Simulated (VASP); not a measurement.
# CuHg7Te8 (F-43m) in VASP: single point with PBEsol+U

Aim: the single point of CuHg7Te8 with PBEsol+U.

All numbers are computed with VASP 6.6.1; they aren't measurements. Logs are shortened: lines on timing, memory, paths and dates and some standing lists are left out, and cuts for length are marked.

**1. The cell of the first run**

The structure is cubic, space group F-43m (No. 216). The conventional cell has a = 12.906 Å, b = 12.906 Å, c = 12.906 Å, α = 90.00°, β = 90.00°, γ = 90.00°. Within 3.4 Å of Cu (site symmetry -43m) lie 4 Te at 2.61 Å. Within 3.7 Å of Hg (site symmetry 2mm) lie 4 Te at 2.81 to 2.84 Å. Hg (site symmetry -43m) has 4 Te at 2.81 Å within 3.7 Å. Within 3.4 Å of Te (site symmetry 3m) lie 1 Cu at 2.61 Å and 3 Hg at 2.81 Å. Within 3.7 Å of Te (site symmetry 3m) lie 4 Hg at 2.81 to 2.84 Å.

**2. Single point, PBEsol+U, collinear spin**

Input file INCAR:

```
SYSTEM = CuHg7Te8
PREC     = Accurate       ! precision mode
ENCUT    = 520            ! plane-wave cutoff, eV
EDIFF    = 1E-7           ! SCF threshold, eV
ISMEAR   = 0              ! smearing method
SIGMA    = 0.05           ! smearing width, eV
LREAL    = Auto         
LASPH    = .True.         ! aspherical terms in the spheres
NELM     = 150            ! most SCF steps
ALGO     = Normal         ! electronic algorithm
ISIF     = 2              ! what is computed and relaxed
LWAVE    = .False.        ! write WAVECAR
LCHARG   = .False.        ! write CHGCAR
ISPIN    = 2              ! spin polarisation
MAGMOM   = 0.04 0.02 0.02 0.02 0.02 0.02 0.02 0.01 0.05 0.05 0.05 0.06 0.05 0.06 0.06 0.06 ! initial moments
LORBIT   = 11             ! projections on sites
NUPDOWN  = 0.9            ! fixed moment
LMAXMIX  = 4              ! l up to which the mixer works
LDAU     = .True.         ! DFT+U
LDAUTYPE = 2            
LDAUL    = 2 -1 -1        ! shell
LDAUU    = 5 0 0          ! U, eV
LDAUJ    = 0 0 0        
LDAUPRINT= 1            
GGA      = PS             ! functional
NBANDS   = 90             ! bands
LUSENCCL = .False.
```

Input file KPOINTS:

```
regular mesh
0
Gamma
  3 3 3
  0 0 0
```

Input file POSCAR:

```
CuHg7Te8
1.0
    0.0000000000      6.4530000000      6.4530000000
    6.4530000000      0.0000000000      6.4530000000
    6.4530000000      6.4530000000      0.0000000000
Cu Hg Te
1 7 8
Direct
    1.0000000000      1.0000000000      0.0000000000
    0.0071346836      0.0071346836      0.4928653164
    0.0071346836      0.4928653164      0.0071346836
    0.0071346836      0.4928653164      0.4928653164
    0.4928653164      0.0071346836      0.0071346836
    0.4928653164      0.0071346836      0.4928653164
    0.4928653164      0.4928653164      0.0071346836
    0.5000000000      0.5000000000      0.5000000000
    0.1166602840      0.1166602840      0.1166602840
    0.1166602840      0.1166602840      0.6500191480
    0.1166602840      0.6500191480      0.1166602840
    0.1225438790      0.6258187070      0.6258187070
    0.6500191480      0.1166602840      0.1166602840
    0.6258187070      0.1225438790      0.6258187070
    0.6258187070      0.6258187070      0.1225438790
    0.6258187070      0.6258187070      0.6258187070
```

Potentials or basis: VASP PAW PBE potentials, release 64 (Cu, Hg, Te).

Command:

```sh
$ cat potpaw_PBE.64/Cu/POTCAR potpaw_PBE.64/Hg/POTCAR potpaw_PBE.64/Te/POTCAR > POTCAR
$ mpirun -np 1 vasp_std > vasp.out
```

OUTCAR:

```text
SYSTEM = CuHg7Te8
   PREC = Accurate
   ENCUT = 520
   EDIFF = 1E-7
   ISMEAR = 0
   LREAL = Auto
   LASPH = .True.
   NELM = 150
   ISIF = 2
   ISPIN = 2
   LORBIT = 11
   NUPDOWN = 0.9
   GGA = PS

 ion  position               nearest neighbor table
   1  0.000  0.000  0.000-   9 2.61  10 2.61  11 2.61  13 2.61
   2  0.007  0.007  0.493-  10 2.81   9 2.81  12 2.84  14 2.84
   3  0.007  0.493  0.007-  11 2.81   9 2.81  12 2.84  15 2.84
   4  0.007  0.493  0.493-  10 2.81  11 2.81  12 2.84  16 2.84
   5  0.493  0.007  0.007-  13 2.81   9 2.81  14 2.84  15 2.84
   6  0.493  0.007  0.493-  10 2.81  13 2.81  14 2.84  16 2.84
[... 8 lines left out ...]
  15  0.626  0.626  0.123-   8 2.81   5 2.84   7 2.84   3 2.84
  16  0.626  0.626  0.626-   8 2.81   6 2.84   7 2.84   4 2.84

  LATTYP: Found a face centered cubic cell.
 ALAT       =    12.9060000000

  Lattice vectors:

 A1 = (   0.0000000000,   6.4530000000,   6.4530000000)
 A2 = (   6.4530000000,   0.0000000000,   6.4530000000)
 A3 = (   6.4530000000,   6.4530000000,   0.0000000000)

Analysis of symmetry for initial positions (statically):
=====================================================================
 Subroutine PRICEL returns:
 Original cell was already a primitive cell.

 Routine SETGRP: Setting up the symmetry group for a
 face centered cubic supercell.

 Subroutine GETGRP returns: Found 24 space group operations
 (whereof 24 operations were pure point group operations)
 out of a pool of 48 trial point group operations.

The static configuration has the point symmetry T_d .

Analysis of symmetry for dynamics (positions and initial velocities):
=====================================================================
 Subroutine PRICEL returns:
 Original cell was already a primitive cell.

 Routine SETGRP: Setting up the symmetry group for a
 face centered cubic supercell.

 Subroutine GETGRP returns: Found 24 space group operations
 (whereof 24 operations were pure point group operations)
 out of a pool of 48 trial point group operations.

The dynamic configuration has the point symmetry T_d .

Analysis of structural, dynamic, and magnetic symmetry:
=====================================================================
 Subroutine PRICEL returns:
 Original cell was already a primitive cell.

 Routine SETGRP: Setting up the symmetry group for a
 face centered cubic supercell.

 Subroutine GETGRP returns: Found 24 space group operations
 (whereof 24 operations were pure point group operations)
 out of a pool of 48 trial point group operations.

The overall configuration has the point symmetry T_d .

 Subroutine INISYM returns: Found 24 space group operations
 (whereof 24 operations are pure point group operations),
 and found     1 'primitive' translations

----------------------------------------------------------------------------------------

                                     Primitive cell

  volume of cell :     537.4214

  direct lattice vectors                    reciprocal lattice vectors
     0.000000000  6.453000000  6.453000000    -0.077483341  0.077483341  0.077483341
     6.453000000  0.000000000  6.453000000     0.077483341 -0.077483341  0.077483341
     6.453000000  6.453000000  0.000000000     0.077483341  0.077483341 -0.077483341

  length of vectors
     9.125920118  9.125920118  9.125920118     0.134205083  0.134205083  0.134205083

  position of ions in fractional coordinates (direct lattice)
     0.000000000  0.000000000  0.000000000
     0.007134684  0.007134684  0.492865316
     0.007134684  0.492865316  0.007134684
     0.007134684  0.492865316  0.492865316
     0.492865316  0.007134684  0.007134684
     0.492865316  0.007134684  0.492865316
[... 8 lines left out ...]
     0.625818707  0.625818707  0.122543879
     0.625818707  0.625818707  0.625818707

  ion indices of the primitive-cell ions
   primitive index   ion index
                 1           1
                 2           2
                 3           3
                 4           4
                 5           5
[... 81 lines left out ...]
     AMIX     =   0.40;   BMIX     =  1.00
     AMIX_MAG =   1.60;   BMIX_MAG =  1.00
  volume/ion in A,a.u.               =      33.59       226.67
  Fermi-wavevector in a.u.,A,eV,Ry     =   1.052968  1.989821 15.085346  1.108742
  Thomas-Fermi vector in A             =   2.188071
   LORBIT       =     11    0 simple, 1 ext, 2 COOP (PROOUT), +10 PAW based schemes
 LDA+U is selected, type is set to LDAUTYPE =  2
   angular momentum for each species LDAUL =     2   -1   -1
   U (eV)           for each species LDAUU =   5.0  0.0  0.0
   J (eV)           for each species LDAUJ =   0.0  0.0  0.0
   GGA     = PS    functional components
   LHFCALC =     F    Hartree Fock is set to
   AEXX    =    0.0000 exact exchange contribution
   IVDW    =     0    specifies the selected vdW correction
   LEPSILON=     F    determine dielectric tensor
   LRPA    =     F    only Hartree local field effects (RPA)
 spin polarized calculation
 Gauss-broadening in eV      SIGMA  =   0.05
  energy-cutoff  :      520.00
  volume of cell :      537.42
 maximum number of plane-waves:     14489
 NGX is ok and might be reduce to    70
   NGX = 33   NGY = 33   NGZ = 33

atom =   1  type =  1  l = 2

 onsite density matrix

spin component  1

  0.9481  0.0000 -0.0000 -0.0000  0.0000
  0.0000  0.9481 -0.0000  0.0000  0.0000
 -0.0000 -0.0000  0.9439  0.0000 -0.0000
 -0.0000  0.0000  0.0000  0.9481 -0.0000
  0.0000  0.0000 -0.0000 -0.0000  0.9439

spin component  2

  0.9327 -0.0000  0.0000  0.0000 -0.0000
 -0.0000  0.9327 -0.0000 -0.0000  0.0000
  0.0000 -0.0000  0.9425 -0.0000 -0.0000
  0.0000 -0.0000 -0.0000  0.9327  0.0000
 -0.0000  0.0000 -0.0000  0.0000  0.9425

 occupancies and eigenvectors

  o =  0.9327  v =  0.0000  0.0000  0.0000  0.0000  0.0000  0.0000 -0.9422 -0.0000  0.3352 -0.0000      0.0000  0.0000  0.0000  0.0000  0.0000  0.0000  0.0000  0.0000  0.0000  0.0000
  o =  0.9327  v = -0.0000 -0.0000 -0.0000 -0.0000 -0.0000 -0.0000  0.3352 -0.0000  0.9422  0.0000      0.0000  0.0000  0.0000  0.0000  0.0000  0.0000 -0.0000  0.0000 -0.0000 -0.0000
  o =  0.9327  v =  0.0000  0.0000  0.0000  0.0000  0.0000  1.0000  0.0000  0.0000  0.0000  0.0000      0.0000  0.0000  0.0000  0.0000  0.0000  0.0000  0.0000  0.0000  0.0000  0.0000
  o =  0.9425  v =  0.0000  0.0000  0.0000  0.0000  0.0000  0.0000 -0.0000  1.0000  0.0000 -0.0001      0.0000  0.0000  0.0000  0.0000  0.0000  0.0000  0.0000  0.0000  0.0000  0.0000
  o =  0.9425  v =  0.0000  0.0000  0.0000  0.0000  0.0000  0.0000 -0.0000  0.0001 -0.0000  1.0000      0.0000  0.0000  0.0000  0.0000  0.0000  0.0000  0.0000  0.0000  0.0000  0.0000
  o =  0.9439  v =  0.0000 -0.0000 -1.0000 -0.0000 -0.0008  0.0000  0.0000  0.0000  0.0000  0.0000      0.0000  0.0000  0.0000  0.0000  0.0000  0.0000  0.0000  0.0000  0.0000  0.0000
  o =  0.9439  v =  0.0000 -0.0000 -0.0008  0.0000  1.0000  0.0000  0.0000  0.0000  0.0000  0.0000      0.0000  0.0000  0.0000  0.0000  0.0000  0.0000  0.0000  0.0000  0.0000  0.0000
  o =  0.9481  v = -0.0000 -0.5549  0.0000 -0.8319  0.0000 -0.0000 -0.0000 -0.0000 -0.0000 -0.0000      0.0000  0.0000 -0.0000  0.0000 -0.0000  0.0000  0.0000  0.0000  0.0000  0.0000
  o =  0.9481  v =  0.0000  0.8319 -0.0000 -0.5549  0.0000  0.0000  0.0000  0.0000  0.0000  0.0000      0.0000  0.0000  0.0000  0.0000  0.0000  0.0000  0.0000  0.0000  0.0000  0.0000
  o =  0.9481  v =  1.0000  0.0000  0.0000  0.0000  0.0000  0.0000  0.0000  0.0000  0.0000  0.0000      0.0000  0.0000  0.0000  0.0000  0.0000  0.0000  0.0000  0.0000  0.0000  0.0000

 number of electron     142.9999980 magnetization       0.8999960

 Free energy of the ion-electron system (eV)
  ---------------------------------------------------
  ext. energy  EPLUGINS =         0.00000000
  ---------------------------------------------------
  free energy    TOTEN  =       -36.62180441 eV

  energy without entropy =      -36.61475852  energy(sigma->0) =      -36.61828146

 E-fermi :   2.5359     XC(G=0):  -8.8933

 val. band max:        2.6372442261   @ k =   0.3333   0.0000   0.0000
 cond. band min:       2.5483797420   @ k =  -0.3333   0.3333   0.0000
 fundamental gap:     -0.0888644841
 Fermi energy:         2.8378501137

 spin component 1

 k-point     1 :       0.0000    0.0000    0.0000
  band No.  band energies     occupation
      1      -9.0319      1.00000
      2      -8.4695      1.00000
      3      -8.4403      1.00000
      4      -8.4403      1.00000
      5      -8.4403      1.00000
      6      -8.2437      1.00000
[... 333 lines left out ...]
     82       6.7020      0.00000
     83       6.8440      0.00000
 Fermi energy:         2.5359421977

 spin component 2

 k-point     1 :       0.0000    0.0000    0.0000
  band No.  band energies     occupation
      1      -8.9768      1.00000
      2      -8.4120      1.00000
      3      -8.3821      1.00000
      4      -8.3821      1.00000
      5      -8.3821      1.00000
      6      -8.1843      1.00000
[... 333 lines left out ...]
     82       6.7280      0.00000
     83       6.8634      0.00000
 [bands above 83 left out]

------------------------ aborting loop because EDIFF is reached ----------------------------------------

  FORCE on cell =-STRESS in cart. coord.  units (eV):
  Direction    XX          YY          ZZ          XY          YZ          ZX
  --------------------------------------------------------------------------------------
  -------------------------------------------------------------------------------------
  Total       -2.7192969     -2.7192969     -2.7192969      0.0000000      0.0000000      0.0000000
  in kB       -8.1068516     -8.1068516     -8.1068516      0.0000000      0.0000000      0.0000000
  external PRESSURE =      -8.1068516 kB  Pullay stress =       0.0000000 kB

 VOLUME and BASIS-vectors are now :
 -----------------------------------------------------------------------------
  energy-cutoff  :      520.00
  volume of cell :      537.42
      direct lattice vectors                 reciprocal lattice vectors
     0.000000000  6.453000000  6.453000000    -0.077483341  0.077483341  0.077483341
     6.453000000  0.000000000  6.453000000     0.077483341 -0.077483341  0.077483341
     6.453000000  6.453000000  0.000000000     0.077483341  0.077483341 -0.077483341

 POSITION                                       TOTAL-FORCE (eV/Angst)
 -----------------------------------------------------------------------------------
      0.00000      0.00000      0.00000        -0.000000     -0.000000      0.000000
      3.22650      3.22650      0.09208         0.000000     -0.000000     -0.006806
      3.22650      0.09208      3.22650         0.000000     -0.006806      0.000000
      6.36092      3.22650      3.22650         0.006806     -0.000000      0.000000
      0.09208      3.22650      3.22650        -0.006806     -0.000000      0.000000
      3.22650      6.36092      3.22650         0.000000      0.006806      0.000000
[... 8 lines left out ...]
      4.82918      4.82918      8.07682        -0.003347     -0.003347      0.003347
      8.07682      8.07682      8.07682         0.003347      0.003347      0.003347
 -----------------------------------------------------------------------------------
    total drift:                               -0.000000     -0.000000     -0.000000

  FREE ENERGIE OF THE ION-ELECTRON SYSTEM (eV)
  ---------------------------------------------------
  free  energy   TOTEN  =       -36.6218044075 eV

  energy  without entropy=      -36.6147585223  energy(sigma->0) =      -36.61828146

 total charge

# of ion       s       p       d       tot
------------------------------------------
    1        0.365   0.289   9.393  10.047
    2        0.752   0.399   9.344  10.495
    3        0.752   0.399   9.344  10.495
    4        0.752   0.399   9.344  10.495
    5        0.752   0.399   9.344  10.495
    6        0.752   0.399   9.344  10.495
[... 8 lines left out ...]
   15        1.376   1.945   0.030   3.351
   16        1.376   1.945   0.030   3.351
--------------------------------------------------
tot         16.615  18.657  75.057 110.328

 magnetization (x)

# of ion       s       p       d       tot
------------------------------------------
    1       -0.001   0.004   0.049   0.051
    2       -0.002   0.004   0.012   0.014
    3       -0.002   0.004   0.012   0.014
    4       -0.002   0.004   0.012   0.014
    5       -0.002   0.004   0.012   0.014
    6       -0.002   0.004   0.012   0.014
[... 8 lines left out ...]
   15        0.001   0.052   0.000   0.053
   16        0.001   0.052   0.000   0.053
--------------------------------------------------
tot         -0.007   0.479   0.132   0.605
```

Wall time 72 s (1 × NVIDIA H100 80GB with 1 thread of Intel Xeon Platinum 8481C at 2.70GHz (Sapphire Rapids), shared host); peak memory 1.7 GiB.

What came out:

```
Free energy                                           : -36.6218 eV
Pressure                                              : -0.8 GPa
Largest force                                         : 0.073 eV/Å
Net moment                                            : 0.90 μB per cell
Site moments                                          : Cu +0.05; Hg +0.01; Te +0.06, +0.05 (each value once) μB
Valence electrons inside the program's atomic spheres : Cu 10.05; Hg 10.49, 10.51 (each value once); Te 3.35
```

Forces on the atoms (eV/Å):
```
Cu   0.000  0.000  0.000
Hg   0.000  0.000 -0.007
Hg   0.000 -0.007  0.000
Hg   0.007  0.000  0.000
Hg  -0.007  0.000  0.000
Hg   0.000  0.007  0.000
Hg   0.000  0.000  0.007
Hg   0.000  0.000  0.000
Te  -0.042 -0.042 -0.042
Te   0.042  0.042 -0.042
Te   0.042 -0.042  0.042
Te   0.003 -0.003 -0.003
Te  -0.042  0.042  0.042
Te  -0.003  0.003 -0.003
Te  -0.003 -0.003  0.003
Te   0.003  0.003  0.003
```

Eigenvalues of the final occupation matrices:
```csv
site,spin,trace,eigenvalues
site 1 d,1,4.73,0.94 0.94 0.95 0.95 0.95
site 1 d,2,4.68,0.93 0.93 0.93 0.94 0.94
```

Caveat: the PAW data sets were made with another functional, which shifts forces and pressure a little; spin-orbit coupling is left out, which moves the levels of the heavy elements; the total moment is fixed, so each spin has its own Fermi level and the state may be an excited one; a cell with one magnetic atom can't hold antiferromagnetic order, which such compounds often take; the U is typed as a test and isn't derived for this compound.
